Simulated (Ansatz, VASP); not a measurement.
**Two plane-wave programs on Os**

INCAR

```
ALGO = Normal ; EDIFF = 1E-7
ENCUT = 520 ; GGA = PS
ISIF = 2 ; ISMEAR = 0
LASPH = T ; LCHARG = T
LELF = T ; LREAL = F
LVHAR = T ; LWAVE = F
NBANDS = 15 ; NELM = 80
PREC = Accurate ; SIGMA = 0.15
```

The input KPOINTS:

```
k-points
0
Gamma
  18 18 12
```

The input POSCAR:

```
Os
1.0
    2.7340999755      0.0000000000      0.0000000000
   -1.3670499878      2.3678000353      0.0000000000
    0.0000000000      0.0000000000      4.1037150000
Os
2
Direct
    0.3333333333      0.6666666667      0.2500000000
    0.6666666667      0.3333333333      0.7500000000
```

Input for Ansatz:

```yaml
crystal:
  lattice:
    - [2.7340999755, 0.0, 0.0]
    - [-1.3670499878, 2.3678000353, 0.0]
    - [0.0, 0.0, 4.103715]
  atoms:
    - { symbol: Os, position: [0.3333333333, 0.6666666667, 0.25] }
    - { symbol: Os, position: [0.6666666667, 0.3333333333, 0.75] }
basis:
  ecutwfc: 420
kpoints:
  mp_grid: { grid: [18, 18, 12] }
hamiltonian:
  xc: pbesol
scf:
  occupations: { method: gaussian, width: 0.15 }
output:
  forces: true
  stress: true
  eigenvalues: true
```

Change from the starting cell: strain +0.000 along x and y, -0.050 along z, atoms carried along.

Alike in both runs: task single point; functional PBEsol; k mesh 18 × 18 × 12; occupations gaussian, width 0.15 eV; no spin polarisation.

|  | VASP | Ansatz |
| --- | --- | --- |
| version | VASP 6.6.1 | Ansatz 0.2.0 |
| potentials or method | VASP PAW PBE potentials, release 64 (Os), cutoff 520 eV | scalar-relativistic, plane waves, PAW |
| valence electrons in the cell | 16 | 32 |

```tsv
	VASP	Ansatz	Ansatz less VASP
gap on the k mesh at the Fermi level (eV)	none	none	-
pressure (GPa)	25.4	24.2	-1.26
traceless stress, the component that is largest in VASP (GPa)	24.20	24.29	+0.086
```

VASP's potentials were made for PBE, not for PBEsol. A gap of «none» marks a metal or a gap that the smearing closes. VASP's potentials hold 16 valence electrons a cell and Ansatz's 32, so a difference there can come from the potentials and not from the codes.

Spin-orbit coupling is off throughout.
